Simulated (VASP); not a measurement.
# AlAu2 (I4/mmm) in VASP: a series of runs, part 2 of 2

VASP 6.6.1.

## (3) Single point, LDA

This run uses another cell than the first one, of the same volume but with other edges.

File INCAR:

```
SYSTEM = AlAu2
PREC = Accurate ; ENCUT = 520
EDIFF = 1E-6 ; ISMEAR = 0
SIGMA = 0.15 ; LREAL = .False.
LASPH = .True. ; NELM = 100
ALGO = Fast ; ISIF = 2
LWAVE = .False. ; LCHARG = .False.
NBANDS = 20
```

File KPOINTS:

```
Automatic mesh
0
Gamma
  16 16 16
  0 0 0
```

File POSCAR:

```
AlAu2
1.0
   -1.6379005816      1.6379005816      4.4052974043
    1.6379005816     -1.6379005816      4.4052974043
    1.6379005816      1.6379005816     -4.4052974043
Al Au
1 2
Direct
    0.0000000000      0.0000000000      0.0000000000
    0.6685935503      0.6685935503      0.0000000000
    0.3314064497      0.3314064497      0.0000000000
```

Potentials or basis: VASP PAW LDA potentials, release 64 (Al, Au).

On the command line:

```bash
> cat potpaw_LDA.64/Al/POTCAR potpaw_LDA.64/Au/POTCAR > POTCAR
> mpirun -np 1 vasp_std > vasp.out
```

Wall time 17 min (1 thread of Intel Xeon 8259CL, shared host); peak memory 0.44 GiB.

Results (log left out):

```yaml
Free_energy: -13.9767 eV
Pressure: 2.1 GPa
Largest_force: 1.651 eV/Å
Band_gap_on_the_k_mesh: zero (an odd number of electrons rules out a gap without spin polarisation)
```

Forces on the atoms (eV/Å):
```
Al   0.000  0.000  0.000
Au   0.000  0.000 -1.651
Au   0.000  0.000  1.651
```

Stress tensor (GPa, compression positive):
```
 5.12  0.00  0.00
 0.00  5.12  0.00
 0.00  0.00 -3.98
```

Levels at points of the mesh, in eV from the Fermi level:
```
           k point  band 10  band 11  band 12  band 13  band 14  band 15
(0.00, 0.00, 0.00)    -4.76    -3.21    -0.90     0.27     6.32     6.32
(0.50, 0.00, 0.00)    -3.36    -3.19    -2.91    -2.40     1.62     6.97
(0.50, 0.50, 0.00)    -3.59    -3.05    -1.09     0.42     0.94     2.39
(0.50, 0.50, 0.50)    -3.80    -3.35    -3.04     2.96     2.96     6.16
```

Caveat: spin-orbit coupling is left out, which moves the levels of the heavy elements; forces of over 1 eV/Å act on the atoms, so gaps and moduli don't describe the material at rest.

## (4) Single point, LDA

This run uses another cell than the first one, of the same volume but with other edges.

File INCAR:

```
SYSTEM = AlAu2
PREC = Accurate
ENCUT = 520
EDIFF = 1E-6
ISMEAR = 0
SIGMA = 0.15
LREAL = .False.
LASPH = .True.
NELM = 100
ALGO = Fast
ISIF = 2
LWAVE = .False.
LCHARG = .False.
GGA = CA
NBANDS = 20
```

File KPOINTS:

```
regular mesh
0
Gamma
  16 16 16
  0 0 0
```

File POSCAR:

```
AlAu2
1.0
   -1.6104675783      1.6104675783      4.5566569661
    1.6104675783     -1.6104675783      4.5566569661
    1.6104675783      1.6104675783     -4.5566569661
Al Au
1 2
Direct
    0.0000000000      0.0000000000      0.0000000000
    0.6685935503      0.6685935503      0.0000000000
    0.3314064497      0.3314064497      0.0000000000
```

On the command line:

```bash
> cat potpaw_LDA.64/Al/POTCAR potpaw_LDA.64/Au/POTCAR > POTCAR
> mpirun -np 1 vasp_std > vasp.out
```

It took 15 min on 1 thread of Intel Xeon 8259CL, shared host; peak memory 0.43 GiB.

The run converged. Its results:

- Free energy: -13.8772 eV
- Pressure: 2.7 GPa
- Largest force: 1.832 eV/Å
- Band gap on the k mesh: zero (an odd number of electrons rules out a gap without spin polarisation)

Forces on the atoms (eV/Å):
```
Al   0.000  0.000  0.000
Au   0.000  0.000 -1.832
Au   0.000  0.000  1.832
```

Stress tensor (GPa, compression positive):
```
 5.99  0.00  0.00
 0.00  5.99  0.00
 0.00  0.00 -3.96
```

Levels at points of the mesh, in eV from the Fermi level:
| k point | band 9 | band 10 | band 11 | band 12 | band 13 | band 14 | band 15 | band 16 | band 17 | band 18 |
| --- | --- | --- | --- | --- | --- | --- | --- | --- | --- | --- |
| (0.00, 0.00, 0.00) | -4.63 | -4.63 | -3.28 | -1.41 | -0.57 | 6.41 | 6.41 | 6.84 | 6.84 | 7.09 |
| (0.50, 0.00, 0.00) | -3.64 | -3.31 | -3.28 | -2.91 | -2.57 | 1.27 | 6.28 | 7.67 | 7.76 | 8.49 |
| (0.50, 0.50, 0.00) | -3.58 | -3.54 | -2.97 | -0.88 | 0.31 | 0.95 | 2.26 | 2.77 | 5.63 | 6.32 |
| (0.50, 0.50, 0.50) | -3.82 | -3.82 | -3.38 | -3.17 | 3.32 | 3.32 | 5.07 | 6.87 | 7.92 | 11.11 |

Caveat: spin-orbit coupling is left out, which moves the levels of the heavy elements; forces of over 1 eV/Å act on the atoms, so gaps and moduli don't describe the material at rest.

## (5) Single point, LDA

This run uses another cell than the first one, of the same volume but with other edges.

File INCAR:

```
SYSTEM = AlAu2
PREC = Accurate ; ENCUT = 520
EDIFF = 1E-6 ; ISMEAR = 0
SIGMA = 0.15 ; LREAL = .FALSE.
LASPH = .TRUE. ; NELM = 80
ALGO = Fast ; ISIF = 2
LWAVE = .FALSE. ; LCHARG = .TRUE.
GGA = CA ; LELF = .TRUE.
LVHAR = .TRUE. ; NBANDS = 20
```

File KPOINTS:

```
regular mesh
0
G
  16 16 16
  0 0 0
```

File POSCAR:

```
AlAu2
1.0
   -1.6523234788      1.6523234788      4.3287266251
    1.6523234788     -1.6523234788      4.3287266251
    1.6523234788      1.6523234788     -4.3287266251
Al Au
1 2
Direct
    0.0000000000      0.0000000000      0.0000000000
    0.6743689208      0.6743689208      0.0000000000
    0.3256310792      0.3256310792      0.0000000000
```

On the command line:

```bash
> cat potpaw_LDA.64/Al/POTCAR potpaw_LDA.64/Au/POTCAR > POTCAR
> mpirun -np 1 vasp_std > vasp.out
```

Run time: 14 min. Hardware: 1 thread of Intel Xeon 8259CL, shared host; peak memory 0.43 GiB.

The run converged. Its results:

```
Free energy            : -13.8416 eV
Pressure               : 4.4 GPa
Largest force          : 2.063 eV/Å
Band gap on the k mesh : zero (an odd number of electrons rules out a gap without spin polarisation)
```

Forces on the atoms (eV/Å):
```
Al   0.000  0.000  0.000
Au   0.000  0.000 -2.063
Au   0.000  0.000  2.063
```

Stress tensor (GPa, compression positive):
```
 8.26  0.00  0.00
 0.00  8.26  0.00
 0.00  0.00 -3.34
```

Levels at points of the mesh, in eV from the Fermi level:
```csv
k point,band 11,band 12,band 13,band 14,band 15,band 16
"(0.00, 0.00, 0.00)",-2.96,-0.31,0.49,6.40,6.40,6.42
"(0.50, 0.00, 0.00)",-3.02,-2.83,-2.29,1.75,6.93,7.30
"(0.50, 0.50, 0.00)",-3.11,-1.16,0.34,0.86,2.53,2.66
"(0.50, 0.50, 0.50)",-3.18,-3.09,2.78,2.78,6.90,7.02
```

Caveat: the cell stands under pressure; spin-orbit coupling is left out, which moves the levels of the heavy elements; forces of over 1 eV/Å act on the atoms, so gaps and moduli don't describe the material at rest.

## (6) Single point, LDA

This run uses another cell than the first one, of the same volume but with other edges.

File INCAR:

```
SYSTEM = AlAu2
PREC = Accurate
ENCUT = 520
EDIFF = 1E-7
ISMEAR = 0
SIGMA = 0.15
LREAL = .FALSE.
LASPH = .TRUE.
NELM = 100
ALGO = Fast
ISIF = 2
LWAVE = .FALSE.
LCHARG = .FALSE.
NBANDS = 20
```

File KPOINTS:

```
Automatic mesh
0
G
  16 16 16
  0 0 0
```

File POSCAR:

```
AlAu2
1.0
   -1.6379005816      1.6379005816      4.4052974043
    1.6379005816     -1.6379005816      4.4052974043
    1.6379005816      1.6379005816     -4.4052974043
Al Au
1 2
Direct
    0.0000000000      0.0000000000      0.0000000000
    0.6454920683      0.6454920683      0.0000000000
    0.3545079317      0.3545079317      0.0000000000
```

Potentials or basis: VASP PAW LDA potentials, release 64 (Al, Au).

On the command line:

```bash
> cat potpaw_LDA.64/Al/POTCAR potpaw_LDA.64/Au/POTCAR > POTCAR
> mpirun -np 1 vasp_std > vasp.out
```

Run time: 14 min. Hardware: 1 thread of Intel Xeon 8259CL, shared host; peak memory 0.44 GiB.

The run converged. Its results:

* Free energy: -14.0098 eV
* Pressure: 3.2 GPa
* Largest force: 2.051 eV/Å
* Band gap on the k mesh: zero (an odd number of electrons rules out a gap without spin polarisation)

Forces on the atoms (eV/Å):
```
Al   0.000  0.000  0.000
Au   0.000  0.000  2.051
Au   0.000  0.000 -2.051
```

Stress tensor (GPa, compression positive):
```
0.37 0.00 0.00
0.00 0.37 0.00
0.00 0.00 8.97
```

Levels at points of the mesh, in eV from the Fermi level:
```csv
k point,band 8,band 9,band 10,band 11,band 12,band 13,band 14,band 15,band 16,band 17
"(0.00, 0.00, 0.00)",-5.18,-4.85,-4.85,-3.96,-1.82,1.27,5.62,5.62,7.04,7.04
"(0.50, 0.00, 0.00)",-4.62,-4.57,-3.69,-3.32,-3.31,-2.18,1.62,7.03,7.79,7.87
"(0.50, 0.50, 0.00)",-3.69,-3.67,-3.29,-3.02,-1.47,0.96,1.45,1.52,2.16,5.24
"(0.50, 0.50, 0.50)",-4.89,-4.30,-3.48,-3.48,-3.03,2.85,2.85,6.67,7.28,7.58
```

Caveat: the cell stands under pressure; spin-orbit coupling is left out, which moves the levels of the heavy elements; forces of over 1 eV/Å act on the atoms, so gaps and moduli don't describe the material at rest.

## (7) Overview

```tsv
cell	further INCAR settings	gap on the mesh (eV)	pressure (GPa)	largest force (eV/Å)
a = 4.748 Å, angles 138.1, 138.1, 60.8°, 3 atoms, atomic positions A	ALGO = Fast; EDIFF = 1e-06; NBANDS = 20	none	5.6	2.66
a = 4.977 Å, angles 141.6, 141.6, 55.5°, 3 atoms, atomic positions B	ALGO = Fast; EDIFF = 1e-06; NBANDS = 20	none	2.1	1.65
a = 5.094 Å, angles 143.1, 143.1, 53.1°, 3 atoms, atomic positions B	ALGO = Fast; EDIFF = 1e-06; NBANDS = 20	none	2.7	1.83
a = 4.919 Å, angles 140.7, 140.7, 56.7°, 3 atoms, atomic positions C	ALGO = Fast; EDIFF = 1e-06; NBANDS = 20	none	4.4	2.06
a = 4.977 Å, angles 141.6, 141.6, 55.5°, 3 atoms, atomic positions D	ALGO = Fast; EDIFF = 1e-07; NBANDS = 20	none	3.2	2.05
```

Alike in all rows: task single point; level LDA; potentials or basis VASP PAW LDA potentials, release 64 (Al, Au); no spin polarisation; k mesh 16 × 16 × 16; cutoff (eV) 520; smearing gaussian 0.15 eV.

Caveats: spin-orbit coupling is left out, which moves the levels of the heavy elements; forces of over 1 eV/Å act on the atoms, so gaps and moduli don't describe the material at rest; the cell stands under pressure (at least some runs).

Total energies depend on the potentials used, so only differences within one code and one set of settings carry meaning.
